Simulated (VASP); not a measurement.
# Ti8BN8 (a cell with a defect) in VASP: relaxation of the atoms with PBE

Aim: the relaxation of the atoms of Ti8BN8 (a cell with a defect) with PBE.

All numbers are computed with VASP 6.6.1; they aren't measurements. Logs are shortened: lines on timing, memory, paths and dates and some standing lists are left out, and cuts for length are marked.

### 1 The cell of the first run

The cell holds a defect, 17 atoms: a = 6.006 Å, b = 6.006 Å, c = 6.006 Å, α = 60.00°, β = 60.00°, γ = 60.00°.

### 2 Relaxation of the atoms, PBE

File INCAR:

```
SYSTEM = Ti8BN8
PREC     = Accurate       ! precision mode
ENCUT    = 520            ! plane-wave cutoff, eV
EDIFF    = 1E-7           ! SCF threshold, eV
ISMEAR   = 1              ! smearing method
SIGMA    = 0.1            ! smearing width, eV
LREAL    = .FALSE.        ! projectors in reciprocal space
LASPH    = .TRUE.         ! aspherical terms in the spheres
NELM     = 120            ! most SCF steps
ALGO     = Normal         ! electronic algorithm
ISIF     = 2              ! what is computed and relaxed
LWAVE    = .FALSE.        ! write WAVECAR
LCHARG   = .FALSE.        ! write CHGCAR
GGA      = PE             ! functional
IBRION   = 2              ! ionic algorithm
NSW      = 90             ! ionic steps
EDIFFG   = -0.02          ! ionic threshold
GGA_COMPAT= .FALSE.      
NELMIN   = 4
```

File KPOINTS:

```
regular mesh
0
G
  4 4 4
  0 0 0
```

File POSCAR:

```
Ti8BN8
1.0
    0.0000000000      4.2465873500      4.2465873500
    4.2465873500      0.0000000000      4.2465873500
    4.2465873500      4.2465873500      0.0000000000
Ti N B
8 8 1
Direct
    0.0000000000      0.0000000000      0.0000000000
    0.0000000000      0.0000000000      0.5000000000
    0.0000000000      0.5000000000      0.0000000000
    0.0000000000      0.5000000000      0.5000000000
    0.5000000000      0.0000000000      0.0000000000
    0.5000000000      0.0000000000      0.5000000000
    0.5000000000      0.5000000000      0.0000000000
    0.5000000000      0.5000000000      0.5000000000
    0.2500000000      0.2500000000      0.2500000000
    0.2500000000      0.2500000000      0.7500000000
    0.2500000000      0.7500000000      0.2500000000
    0.2500000000      0.7500000000      0.7500000000
    0.7500000000      0.2500000000      0.2500000000
    0.7500000000      0.2500000000      0.7500000000
    0.7500000000      0.7500000000      0.2500000000
    0.7500000000      0.7500000000      0.7500000000
    0.1250000000      0.1250000000      0.1250000000
```

Potentials or basis: VASP PAW PBE potentials, release 64 (Ti_sv, N, B).

Command:

```bash
$ cat potpaw_PBE.64/Ti_sv/POTCAR potpaw_PBE.64/N/POTCAR potpaw_PBE.64/B/POTCAR > POTCAR
$ mpirun -np 1 vasp_std > vasp.out
```

OUTCAR:

```text
SYSTEM = Ti8BN8
   PREC = Accurate
   ENCUT = 520
   EDIFF = 1E-7
   ISMEAR = 1
   LREAL = .FALSE.
   LASPH = .TRUE.
   NELM = 120
   ISIF = 2
   GGA = PE
   IBRION = 2
   NSW = 90
   EDIFFG = -0.02
   NELMIN = 4

 ion  position               nearest neighbor table
   1  0.000  0.000  0.000-  17 1.84  11 2.12  12 2.12  13 2.12  14 2.12  15 2.12  10 2.12
   2  0.000  0.000  0.500-  17 1.84  11 2.12  12 2.12  13 2.12  14 2.12  16 2.12   9 2.12
   3  0.000  0.500  0.000-  17 1.84  10 2.12  12 2.12  13 2.12  15 2.12  16 2.12   9 2.12
   4  0.000  0.500  0.500-   9 2.12  10 2.12  11 2.12  14 2.12  15 2.12  16 2.12
   5  0.500  0.000  0.000-  17 1.84  10 2.12  11 2.12  14 2.12  15 2.12  16 2.12   9 2.12
   6  0.500  0.000  0.500-   9 2.12  10 2.12  12 2.12  13 2.12  15 2.12  16 2.12
   7  0.500  0.500  0.000-   9 2.12  11 2.12  12 2.12  13 2.12  14 2.12  16 2.12
   8  0.500  0.500  0.500-  10 2.12  11 2.12  12 2.12  13 2.12  14 2.12  15 2.12
   9  0.250  0.250  0.250-  17 1.84   3 2.12   4 2.12   5 2.12   6 2.12   7 2.12   2 2.12
  10  0.250  0.250  0.750-  17 1.84   3 2.12   4 2.12   5 2.12   6 2.12   8 2.12   1 2.12
  11  0.250  0.750  0.250-  17 1.84   2 2.12   4 2.12   5 2.12   7 2.12   8 2.12   1 2.12
  12  0.250  0.750  0.750-   1 2.12   2 2.12   3 2.12   6 2.12   7 2.12   8 2.12
  13  0.750  0.250  0.250-  17 1.84   2 2.12   3 2.12   6 2.12   7 2.12   8 2.12   1 2.12
  14  0.750  0.250  0.750-   1 2.12   2 2.12   4 2.12   5 2.12   7 2.12   8 2.12
  15  0.750  0.750  0.250-   1 2.12   3 2.12   4 2.12   5 2.12   6 2.12   8 2.12
  16  0.750  0.750  0.750-   2 2.12   3 2.12   4 2.12   5 2.12   6 2.12   7 2.12
  17  0.125  0.125  0.125-   1 1.84   2 1.84   3 1.84   5 1.84   9 1.84  10 1.84  11 1.84  13 1.84

  LATTYP: Found a face centered cubic cell.
 ALAT       =     8.4931747000

  Lattice vectors:

 A1 = (   0.0000000000,   4.2465873500,   4.2465873500)
 A2 = (   4.2465873500,   0.0000000000,   4.2465873500)
 A3 = (   4.2465873500,   4.2465873500,   0.0000000000)

Analysis of symmetry for initial positions (statically):
=====================================================================
 Subroutine PRICEL returns:
 Original cell was already a primitive cell.

 Routine SETGRP: Setting up the symmetry group for a
 face centered cubic supercell.

 Subroutine GETGRP returns: Found 24 space group operations
 (whereof  6 operations were pure point group operations)
 out of a pool of 48 trial point group operations.

The static configuration has the point symmetry C_3v.
 The point group associated with its full space group is T_d .

Analysis of symmetry for dynamics (positions and initial velocities):
=====================================================================
 Subroutine PRICEL returns:
 Original cell was already a primitive cell.

 Routine SETGRP: Setting up the symmetry group for a
 face centered cubic supercell.

 Subroutine GETGRP returns: Found 24 space group operations
 (whereof  6 operations were pure point group operations)
 out of a pool of 48 trial point group operations.

The dynamic configuration has the point symmetry C_3v.
 The point group associated with its full space group is T_d .

 Subroutine INISYM returns: Found 24 space group operations
 (whereof  6 operations are pure point group operations),
 and found     1 'primitive' translations

----------------------------------------------------------------------------------------

                                     Primitive cell

  volume of cell :     153.1617

  direct lattice vectors                    reciprocal lattice vectors
     0.000000000  4.246587350  4.246587350    -0.117741603  0.117741603  0.117741603
     4.246587350  0.000000000  4.246587350     0.117741603 -0.117741603  0.117741603
     4.246587350  4.246587350  0.000000000     0.117741603  0.117741603 -0.117741603

  length of vectors
     6.005581424  6.005581424  6.005581424     0.203934438  0.203934438  0.203934438

  position of ions in fractional coordinates (direct lattice)
     0.000000000  0.000000000  0.000000000
     0.000000000  0.000000000  0.500000000
     0.000000000  0.500000000  0.000000000
     0.000000000  0.500000000  0.500000000
     0.500000000  0.000000000  0.000000000
     0.500000000  0.000000000  0.500000000
[... 9 lines left out ...]
     0.750000000  0.750000000  0.750000000
     0.125000000  0.125000000  0.125000000

  ion indices of the primitive-cell ions
   primitive index   ion index
                 1           1
                 2           2
                 3           3
                 4           4
                 5           5
                 6           6
[... 9 lines left out ...]
                16          16
                17          17

----------------------------------------------------------------------------------------

 KPOINTS: regular mesh

Automatic generation of k-mesh.
 Grid dimensions read from file:
 generate k-points for:    4    4    4

 Generating k-lattice:

  Cartesian coordinates                     Fractional coordinates (reciprocal lattice)
    -0.029435401  0.029435401  0.029435401     0.250000000  0.000000000  0.000000000
     0.029435401 -0.029435401  0.029435401     0.000000000  0.250000000  0.000000000
     0.029435401  0.029435401 -0.029435401     0.000000000  0.000000000  0.250000000

  Length of vectors
     0.050983609  0.050983609  0.050983609

  Shift w.r.t. Gamma in fractional coordinates (k-lattice)
     0.000000000  0.000000000  0.000000000

 Subroutine IBZKPT returns following result:
 ===========================================

 Found      8 irreducible k-points:

 Following reciprocal coordinates:
            Coordinates               Weight
  0.000000  0.000000  0.000000      1.000000
  0.250000  0.000000  0.000000      8.000000
  0.500000  0.000000  0.000000      4.000000
  0.250000  0.250000  0.000000      6.000000
  0.500000  0.250000  0.000000     24.000000
 -0.250000  0.250000  0.000000     12.000000
  0.500000  0.500000  0.000000      3.000000
 -0.250000  0.500000  0.250000      6.000000
   k-points           NKPTS =      8   k-points in BZ     NKDIM =      8   number of bands    NBANDS=     83
   number of dos      NEDOS =    301   number of ions     NIONS =     17
   total plane-waves  NPLWV = 110592
   dimension x,y,z NGX =    48 NGY =   48 NGZ =   48
   dimension x,y,z NGXF=    96 NGYF=   96 NGZF=   96
   ions per type =               8   8   1
   NGX,Y,Z   is equivalent  to a cutoff of  13.29, 13.29, 13.29 a.u.
   NGXF,Y,Z  is equivalent  to a cutoff of  26.57, 26.57, 26.57 a.u.
 SYSTEM =  Ti8BN8
   PREC   = accura    normal or accurate (medium, high low for compatibility)
   ISTART =      0    job   : 0-new  1-cont  2-samecut
   ICHARG =      2    charge: 1-file 2-atom 10-const
   ISPIN  =      1    spin polarized calculation?
   LNONCOLLINEAR =      F non collinear calculations
   LSORBIT =      F    spin-orbit coupling
   LASPH  =      T    aspherical Exc in radial PAW
   ENCUT  =  520.0 eV  38.22 Ry    6.18 a.u.  11.17 11.17 11.17*2*pi/ulx,y,z
   NELM   =    120;   NELMIN=  4; NELMDL= -5     # of ELM steps
   EDIFF  = 0.1E-06   stopping-criterion for ELM
   LREAL  =      F    real-space projection
   EDIFFG = -.2E-01   stopping-criterion for IOM
   NSW    =     90    number of steps for IOM
   IBRION =      2    ionic relax: 0-MD 1-quasi-New 2-CG
   NFREE  =      1    steps in history (QN), initial steepest desc. (CG)
   ISIF   =      2    stress and relaxation
   ISYM   =      2    0-nonsym 1-usesym 2-fastsym
   POTIM  = 0.5000    time-step for ionic-motion
   TEBEG  =    0.0;   TEEND  =   0.0 temperature during run
   PSTRESS=    0.0 pullay stress
   NELECT =     139.0000    total number of electrons
   NUPDOWN=      -1.0000    fix difference up-down
   EMIN   =  10.00;   EMAX   =-10.00  energy-range for DOS
   EFERMI =   0.00;   METHOD = LEGACY
   ISMEAR =     1;   SIGMA  =   0.10  broadening in eV -4-tet -1-fermi 0-gaus
   EFERMI_NEDOS =   21; number of points for ismear=-14 and -15
   IALGO  =     38    algorithm
   IMIX   =      4    mixing-type and parameters
     AMIX     =   0.40;   BMIX     =  1.00
     AMIX_MAG =   1.60;   BMIX_MAG =  1.00
  volume/ion in A,a.u.               =       9.01        60.80
  Fermi-wavevector in a.u.,A,eV,Ry     =   1.585002  2.995219 34.180965  2.512230
  Thomas-Fermi vector in A             =   2.684533
   LORBIT       =      0    0 simple, 1 ext, 2 COOP (PROOUT), +10 PAW based schemes
   GGA     = PE    functional components
   LHFCALC =     F    Hartree Fock is set to
   AEXX    =    0.0000 exact exchange contribution
   IVDW    =     0    specifies the selected vdW correction
   LEPSILON=     F    determine dielectric tensor
   LRPA    =     F    only Hartree local field effects (RPA)
 conjugate gradient relaxation of ions
 non-spin polarized calculation
 Methfessel and Paxton  Order N= 1 SIGMA  =   0.10
  energy-cutoff  :      520.00
  volume of cell :      153.16
 maximum number of plane-waves:      4156
 NGX is ok and might be reduce to    48
   NGX = 23   NGY = 23   NGZ = 23

--------------------------------------- Ionic step        1  -------------------------------------------

 number of electron     139.0000018 magnetization

 Free energy of the ion-electron system (eV)
  ---------------------------------------------------
  ext. energy  EPLUGINS =         0.00000000
  ---------------------------------------------------
  free energy    TOTEN  =      -154.85978878 eV

  energy without entropy =     -154.85427006  energy(sigma->0) =     -154.85794920

------------------------ aborting loop because EDIFF is reached ----------------------------------------

  FORCE on cell =-STRESS in cart. coord.  units (eV):
  Direction    XX          YY          ZZ          XY          YZ          ZX
  --------------------------------------------------------------------------------------
  -------------------------------------------------------------------------------------
  Total       18.3104362     18.3104362     18.3104362     -0.0000000     -0.0000000      0.0000000
  in kB      191.5398272    191.5398272    191.5398272     -0.0000000     -0.0000000      0.0000000
  external PRESSURE =     191.5398272 kB  Pullay stress =       0.0000000 kB
[... 134 lines left out ...]
  FREE ENERGIE OF THE ION-ELECTRON SYSTEM (eV)
  ---------------------------------------------------
  free  energy   TOTEN  =      -156.6481760681 eV

  energy  without entropy=     -156.6393854792  energy(sigma->0) =     -156.64524587

[... ionic steps 4 to 12 ...]

--------------------------------------- Ionic step       13  -------------------------------------------

 number of electron     139.0000016 magnetization

------------------------ aborting loop because EDIFF is reached ----------------------------------------
[... 97 lines left out ...]
--------------------------------------- Ionic step       15  -------------------------------------------

 number of electron     139.0000016 magnetization

 Free energy of the ion-electron system (eV)
  ---------------------------------------------------
  ext. energy  EPLUGINS =         0.00000000
  ---------------------------------------------------
  free energy    TOTEN  =      -158.17647230 eV

  energy without entropy =     -158.16897949  energy(sigma->0) =     -158.17397470

 E-fermi :  11.8632     XC(G=0): -13.1664

 val. band max:       11.8621552220   @ k =  -0.2500   0.2500   0.0000
 cond. band min:      11.8994972840   @ k =   0.5000   0.2500   0.0000
 fundamental gap:      0.0373420620
 Fermi energy:        11.8632358948

 k-point     1 :       0.0000    0.0000    0.0000
  band No.  band energies     occupation
      1     -45.9107      2.00000
      2     -45.8437      2.00000
      3     -45.8437      2.00000
      4     -45.8437      2.00000
      5     -45.4815      2.00000
      6     -45.3184      2.00000
[... 661 lines left out ...]
     80      13.5050     -0.00000
     81      13.6387     -0.00000
 [bands above 81 left out]

------------------------ aborting loop because EDIFF is reached ----------------------------------------

  FORCE on cell =-STRESS in cart. coord.  units (eV):
  Direction    XX          YY          ZZ          XY          YZ          ZX
  --------------------------------------------------------------------------------------
  -------------------------------------------------------------------------------------
  Total       14.7545471     14.7545471     14.7545471      0.0000000      0.0000000      0.0000000
  in kB      154.3427682    154.3427682    154.3427682      0.0000000      0.0000000      0.0000000
  external PRESSURE =     154.3427682 kB  Pullay stress =       0.0000000 kB
[... 32 lines left out ...]
  FREE ENERGIE OF THE ION-ELECTRON SYSTEM (eV)
  ---------------------------------------------------
  free  energy   TOTEN  =      -158.1764723020 eV

  energy  without entropy=     -158.1689794863  energy(sigma->0) =     -158.17397470

 reached required accuracy - stopping structural energy minimisation
```

Run time: 52 min. Hardware: 1 thread of Intel Xeon 8259CL, shared host; peak memory 0.38 GiB.

What came out:

```
Free energy                  : -158.1765 eV
Energy gained by relaxing    : 195.1 meV/atom
Ionic steps                  : 15
Pressure after relaxing      : 15.4 GPa
Largest force after relaxing : 0.014 eV/Å
Band gap on the k mesh       : zero (an odd number of electrons rules out a gap without spin polarisation)
```

Forces on the atoms (eV/Å):
```
Ti   0.000  0.000  0.000
Ti   0.000  0.000  0.000
Ti   0.000  0.000  0.000
Ti   0.008 -0.008 -0.008
Ti   0.000  0.000  0.000
Ti  -0.008  0.008 -0.008
Ti  -0.008 -0.008  0.008
Ti   0.008  0.008  0.008
N   -0.005 -0.005 -0.005
N    0.005  0.005 -0.005
N    0.005 -0.005  0.005
N   -0.002  0.002  0.002
N   -0.005  0.005  0.005
N    0.002 -0.002  0.002
N    0.002  0.002 -0.002
N   -0.002 -0.002 -0.002
B    0.000  0.000  0.000
```

Step by step:
```
step  energy change (eV)  largest force (eV/Å)  pressure (GPa)
   1              0.0000                5.1084           19.15
   2             -1.4888                2.2983           17.47
   3             -1.7884                1.4665           15.87
   4             -1.7892                1.5119           15.90
   5             -2.3106                1.8276           14.44
   6             -2.8474                2.6392           16.64
   7             -2.9871                1.5301           14.14
   8             -3.0547                1.3173           14.64
   9             -3.2651                0.5792           15.77
  10             -3.2666                0.5827           15.63
  11             -3.3112                0.2494           15.29
  12             -3.3137                0.1512           15.22
  13             -3.3165                0.0376           15.39
  14             -3.3165                0.0382           15.38
  15             -3.3167                0.0136           15.43
```

Final structure:
```
Ti N B
1.0
     0.00000    4.24659    4.24659
     4.24659    0.00000    4.24659
     4.24659    4.24659    0.00000
Ti N B
8 8 1
Direct
  0.98308 0.98308 0.98308
  0.98308 0.98308 0.55077
  0.98308 0.55077 0.98308
  0.00095 0.49968 0.49968
  0.55077 0.98308 0.98308
  0.49968 0.00095 0.49968
  0.49968 0.49968 0.00095
  0.49968 0.49968 0.49968
  0.23513 0.23513 0.23513
  0.23513 0.23513 0.79462
  0.23513 0.79462 0.23513
  0.26473 0.74509 0.74509
  0.79462 0.23513 0.23513
  0.74509 0.26473 0.74509
  0.74509 0.74509 0.26473
  0.74509 0.74509 0.74509
  0.12500 0.12500 0.12500
```
